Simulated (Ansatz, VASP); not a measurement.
WS2: VASP beside Ansatz

The input INCAR:

```
ALGO = Normal ; EDIFF = 1E-6
ENCUT = 520 ; GGA = PS
ISIF = 2 ; ISMEAR = 0
IVDW = 12 ; LASPH = True
LCHARG = False ; LREAL = False
LWAVE = False ; NBANDS = 20
NELM = 80 ; PREC = Accurate
SIGMA = 0.05
```

The input KPOINTS:

```
k-points
0
Gamma
  12 12 12
```

POSCAR

```
WS2
1.0
    1.5369000000      0.8873296287      5.0013000000
   -1.5369000000      0.8873296287      5.0013000000
    0.0000000000     -1.7746592574      5.0013000000
W S
1 2
Direct
    0.9993605138      0.9993605138      0.9993605138
    0.7554704513      0.7554704513      0.7554704513
    0.5764690349      0.5764690349      0.5764690349
```

Input for Ansatz:

```yaml
crystal:
  lattice:
    - [1.5369, 0.8873296287, 5.0013]
    - [-1.5369, 0.8873296287, 5.0013]
    - [0.0, -1.7746592574, 5.0013]
  atoms:
    - { symbol: W, position: [0.9993605138, 0.9993605138, 0.9993605138] }
    - { symbol: S, position: [0.7554704513, 0.7554704513, 0.7554704513] }
    - { symbol: S, position: [0.5764690349, 0.5764690349, 0.5764690349] }
basis:
  ecutwfc: 420
kpoints:
  mp_grid: { grid: [12, 12, 12] }
hamiltonian:
  xc: pbesol
  pseudopotentials: { kind: paw, azcp: { folder: soft_1 } }
  dispersion: d3bj
scf:
  occupations: { method: gaussian, width: 0.05 }
output:
  forces: true
  stress: true
  eigenvalues: true
```

Alike in both runs: task single point; functional PBEsol; dispersion D3(BJ); k mesh 12 × 12 × 12; occupations gaussian, width 0.05 eV; no spin polarisation.

```csv
,VASP,Ansatz
version,VASP 6.6.1,Ansatz 0.2.0
potentials or method,"VASP PAW PBE potentials, release 64 (W_sv, S), cutoff 520 eV","scalar-relativistic, plane waves, PAW"
valence electrons in the cell,26,26
```

VASP gave:

| Property | Result |
| --- | --- |
| gap on the k mesh at the Fermi level (eV) | none |
| rms of the force components (eV/Å) | 2.872 |

Problem. What did Ansatz give for the same quantities?

Solution. gap on the k mesh at the Fermi level (eV): none; rms of the force components (eV/Å): 2.870.

VASP's potentials were made for PBE, not for PBEsol, and Ansatz warns of the same on its side. Atom by atom the forces differ by 0.002 eV/Å (rms over components). A gap of «none» marks a metal or a gap that the smearing closes.

Neither program's run includes spin-orbit coupling.
